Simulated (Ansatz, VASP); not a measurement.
**One calculation of Ta, two programs**

Contents of INCAR:

```
AGGAC = 1.0
AGGAX = 1.0
ALDAC = 0.0
ALDAX = 1.0
ALGO = Normal
EDIFF = 1E-6
ENCUT = 500
GGA = B5
GGA_COMPAT = F
ISIF = 2
ISMEAR = -1
LASPH = T
LCHARG = F
LREAL = F
LWAVE = F
NBANDS = 18
NELM = 120
PREC = Accurate
SIGMA = 0.1
```

The input KPOINTS:

```
k-points
0
Gamma
  13 13 7
```

POSCAR

```
Ta
1.0
    2.9003700000      0.0000000000      0.0000000000
   -1.4501850000      2.5117941004      0.0000000000
    0.0000000000      0.0000000000      5.1662700000
Ta
2
Direct
    0.6666666667      0.3333333333      0.7500000000
    0.3333333333      0.6666666667      0.2500000000
```

Input for Ansatz:

```yaml
crystal:
  lattice:
    a: 2.90037
    b: 2.90037
    c: 5.16627
    alpha: 90.0
    beta: 90.0
    gamma: 120.0
  space_group: 194
  atoms:
    - { symbol: Ta, position: [0.6666666666666666, 0.3333333333333333, 0.75] }
kpoints:
  mp_grid:
    grid: [13, 13, 7]
hamiltonian:
  xc: blyp
scf:
  occupations:
    method: fermi_dirac
    width: 0.1
output:
  stress: true
```

Alike in both runs: task single point; functional BLYP; k mesh 13 × 13 × 7; occupations fermi-dirac, width 0.1 eV; no spin polarisation.

|  | VASP | Ansatz |
| --- | --- | --- |
| version | VASP 6.6.1 | Ansatz 0.2.0 |
| potentials or method | VASP PAW PBE potentials, release 64 (Ta_pv) | plane waves, PAW |
| plane-wave cutoff (eV) | 500 | 420 |
| valence electrons in the cell | 22 | 26 |

|  | VASP | Ansatz | Ansatz less VASP |
| --- | --- | --- | --- |
| pressure (GPa) | 6.2 | 5.2 | -0.92 |
| traceless stress, the component that is largest in VASP (GPa) | 0.51 | 0.49 | -0.019 |

VASP's potentials were made for PBE, not for BLYP. With one functional, cell and mesh, what is left measures potentials, basis and numerics. VASP's potentials hold 22 valence electrons a cell and Ansatz's 26, so a difference there can come from the potentials and not from the codes.

Neither program's run includes spin-orbit coupling.
